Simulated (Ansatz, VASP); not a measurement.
One calculation of Hf3Br, two programs

The input INCAR:

```
SYSTEM = Hf3Br
PREC     = Accurate       ! precision mode
ENCUT    = 520            ! plane-wave cutoff, eV
EDIFF    = 1E-6           ! SCF threshold, eV
ISMEAR   = 0              ! smearing method
SIGMA    = 0.1            ! smearing width, eV
LREAL    = .False.        ! projectors in reciprocal space
LASPH    = .True.         ! aspherical terms in the spheres
NELM     = 80             ! most SCF steps
ALGO     = Normal         ! electronic algorithm
ISIF     = 2              ! what is computed and relaxed
LWAVE    = .False.        ! write WAVECAR
LCHARG   = .False.        ! write CHGCAR
GGA      = PE             ! functional
NBANDS   = 26             ! bands
```

The input KPOINTS:

```
Automatic mesh
0
Gamma
  6 6 2
  0 0 0
```

The input POSCAR:

```
Hf3Br
1.0
    3.5791901600      0.0000000000      0.0000000000
    0.0000000000      3.5791901600      0.0000000000
    0.0000000000      0.0000000000      9.3586615300
Hf Br
3 1
Direct
    0.5000000000      0.5000000000      0.7621681700
    0.0000000000      0.0000000000      0.5000000000
    0.5000000000      0.5000000000      0.2378318300
    0.0000000000      0.0000000000      0.0000000000
```

Input for Ansatz:

```yaml
crystal:
  lattice:
    - [3.57919016, 0.0, 0.0]
    - [0.0, 3.57919016, 0.0]
    - [0.0, 0.0, 9.35866153]
  atoms:
    - { symbol: Hf, position: [0.5, 0.5, 0.76216817] }
    - { symbol: Hf, position: [0.0, 0.0, 0.5] }
    - { symbol: Hf, position: [0.5, 0.5, 0.23783183] }
    - { symbol: Br, position: [0.0, 0.0, 0.0] }
basis:
  ecutwfc: 420
kpoints:
  mp_grid: { grid: [6, 6, 2] }
hamiltonian:
  xc: pbe
scf:
  occupations: { method: gaussian, width: 0.1 }
  lower_state_search: "off"
output:
  forces: true
  stress: true
  eigenvalues: true
```

Change from the starting cell: species swapped into the Tm3Mg type (P4/mmm, No. 123).

Alike in both runs: task single point; functional PBE; k mesh 6 × 6 × 2; occupations gaussian, width 0.1 eV; no spin polarisation.

|  | VASP | Ansatz |
| --- | --- | --- |
| version | VASP 6.6.1 | Ansatz 0.2.0 |
| potentials or method | VASP PAW PBE potentials, release 64 (Hf_pv, Br), cutoff 520 eV | scalar-relativistic, plane waves, PAW |
| valence electrons in the cell | 37 | 85 |

|  | VASP | Ansatz | Ansatz less VASP |
| --- | --- | --- | --- |
| gap on the k mesh at the Fermi level (eV) | none | none | - |
| pressure (GPa) | -16.0 | -15.8 | +0.26 |
| traceless stress, the component that is largest in VASP (GPa) | 0.52 | 0.53 | +0.005 |
| rms of the force components (eV/Å) | 0.624 | 0.625 | +0.0003 |

Atom by atom the forces differ by 0.000 eV/Å (rms over components). A gap of «none» marks a metal or a gap that the smearing closes. VASP's potentials hold 37 valence electrons a cell and Ansatz's 85, so a difference there can come from the potentials and not from the codes.

Spin-orbit coupling is off throughout.
